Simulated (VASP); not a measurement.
Set up this calculation in VASP 6.6.1, as the native input.

```
Task                   : relaxation of cell and atoms
Functional             : PBEsol
Potentials or basis    : VASP PAW PBE potentials, release 64 (Na_pv, H)
Cutoff                 : 500 eV
k mesh                 : 8 × 8 × 8
Occupations            : gaussian, width 0.01 eV
Spin                   : no spin polarisation
Dipole correction      : no
Further INCAR settings : ALGO = Normal; EDIFF = 1e-07; IBRION = 2; EDIFFG = -0.01; NSW = 80; ISIF = 3
```

The structure of NaH lies in POSCAR:

```
NaH
1.0
    0.0000000000      2.4400000000      2.4400000000
    2.4400000000      0.0000000000      2.4400000000
    2.4400000000      2.4400000000      0.0000000000
Na H
1 1
Direct
    0.0000000000      0.0000000000      0.0000000000
    0.5000000000      0.5000000000      0.5000000000
```

The input as run:

INCAR

```
SYSTEM = NaH
  ALGO = Normal
  EDIFF = 1E-7
  EDIFFG = -0.01
  ENCUT = 500
  GGA = PS
  GGA_COMPAT = .False.
  IBRION = 2
  ISIF = 3
  ISMEAR = 0
  LASPH = .True.
  LCHARG = .False.
  LREAL = .False.
  LWAVE = .False.
  NELM = 120
  NELMIN = 4
  NSW = 80
  PREC = Accurate
  SIGMA = 0.01
```

KPOINTS

```
k-points
0
Gamma
  8 8 8
  0 0 0
```

Potentials or basis: VASP PAW PBE potentials, release 64 (Na_pv, H).

Command:

```console
$ cat potpaw_PBE.64/Na_pv/POTCAR potpaw_PBE.64/H/POTCAR > POTCAR
$ mpirun -np 1 vasp_std > vasp.out
```

Results of the run:

```yaml
Relaxed_volume: 13.75 Å³/atom
Relaxed_cell: a = 3.388 Å, b = 3.388 Å, c = 3.388 Å, α = 60.00°, β = 60.00°, γ = 60.00°
Space_group_after_relaxing_to_0.1_Å: Fm-3m (No. 225)
Energy_gained_by_relaxing: 3.1 meV/atom
Ionic_steps: 4
Pressure_after_relaxing: 0.0 GPa
Band_gap_on_the_k_mesh: 3.60 eV (least direct gap 4.51 eV)
```

Caveat: the PAW data sets were made with another functional, which shifts forces and pressure a little.

Wall time 14 s on 1 thread of Intel Xeon 8259CL, with other jobs on the host, peak memory 0.15 GiB.
